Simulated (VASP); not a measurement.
Set up this calculation in VASP 6.6.1, as the native input.

* Task: electric field gradients
* Functional: PBE
* Potentials or basis: VASP PAW PBE potentials, release 64 (Be, Zn, O)
* Cutoff: 520 eV
* k mesh: 3 × 3 × 2
* Occupations: fermi-dirac, width 0.01 eV
* Spin: no spin polarisation
* Dipole correction: no
* Further INCAR settings: LREAL = Auto; ALGO = Normal; EDIFF = 1e-08; NBANDS = 161

The structure of BeZn15O16 (a cell with a defect) lies in POSCAR:

```
BeZn15O16
1.0
    6.4986160000      0.0000000000      0.0000000000
   -3.2493080000      5.6279665454      0.0000000000
    0.0000000000      0.0000000000     10.4114180000
Be Zn O
1 15 16
Direct
    0.1666666666      0.3333333334      0.2500000000
    0.1666666666      0.3333333334      0.7500000000
    0.1666666666      0.8333333334      0.2500000000
    0.1666666666      0.8333333334      0.7500000000
    0.6666666666      0.3333333334      0.2500000000
    0.6666666666      0.3333333334      0.7500000000
    0.6666666666      0.8333333334      0.2500000000
    0.6666666666      0.8333333334      0.7500000000
    0.3333333334      0.1666666666      0.0000000000
    0.3333333334      0.1666666666      0.5000000000
    0.3333333334      0.6666666666      0.0000000000
    0.3333333334      0.6666666666      0.5000000000
    0.8333333334      0.1666666666      0.0000000000
    0.8333333334      0.1666666666      0.5000000000
    0.8333333334      0.6666666666      0.0000000000
    0.8333333334      0.6666666666      0.5000000000
    0.3333333334      0.1666666666      0.1895050000
    0.3333333334      0.1666666666      0.6895050000
    0.3333333334      0.6666666666      0.1895050000
    0.3333333334      0.6666666666      0.6895050000
    0.8333333334      0.1666666666      0.1895050000
    0.8333333334      0.1666666666      0.6895050000
    0.8333333334      0.6666666666      0.1895050000
    0.8333333334      0.6666666666      0.6895050000
    0.1666666666      0.3333333334      0.4395050000
    0.1666666666      0.3333333334      0.9395050000
    0.1666666666      0.8333333334      0.4395050000
    0.1666666666      0.8333333334      0.9395050000
    0.6666666666      0.3333333334      0.4395050000
    0.6666666666      0.3333333334      0.9395050000
    0.6666666666      0.8333333334      0.4395050000
    0.6666666666      0.8333333334      0.9395050000
```

The input as run:

INCAR

```
PREC = Accurate
ENCUT = 520
EDIFF = 1E-8
ISMEAR = -1
SIGMA = 0.01
LREAL = Auto
LASPH = T
NELM = 80
ALGO = Normal
ISIF = 2
LWAVE = F
LCHARG = F
GGA = PE
LEFG = T
NBANDS = 161
LUSENCCL = F
```

KPOINTS

```
regular mesh
0
Gamma
  3 3 2
```

Potentials or basis: VASP PAW PBE potentials, release 64 (Be, Zn, O).

The run is started by

```sh
$ cat potpaw_PBE.64/Be/POTCAR potpaw_PBE.64/Zn/POTCAR potpaw_PBE.64/O/POTCAR > POTCAR
$ mpirun -np 1 vasp_std > vasp.out
```

Results of the run:

| Property | Result |
| --- | --- |
| Pressure | 3.0 GPa |
| Largest force | 2.361 eV/Å |
| Band gap on the k mesh | 0.89 eV |
| Largest electric field gradient by atom | Be +0.1; Zn +0.6, +1.8, +1.0, +1.3, -1.3, +1.2 (each value once); O +6.4, -1.8, -1.1, -1.9, +4.2, -2.3, -1.4, -1.7 (each value once) V/Å² |

Caveat: without QUAD_EFG the Cq values of the log hold for a quadrupole moment of 1 mb, not for the nuclei.

Wall time 3 min on 1 × NVIDIA H100 80GB with 1 thread of AMD EPYC 7R13 Processor (Zen 3), with other jobs on the host, peak memory 1.6 GiB.
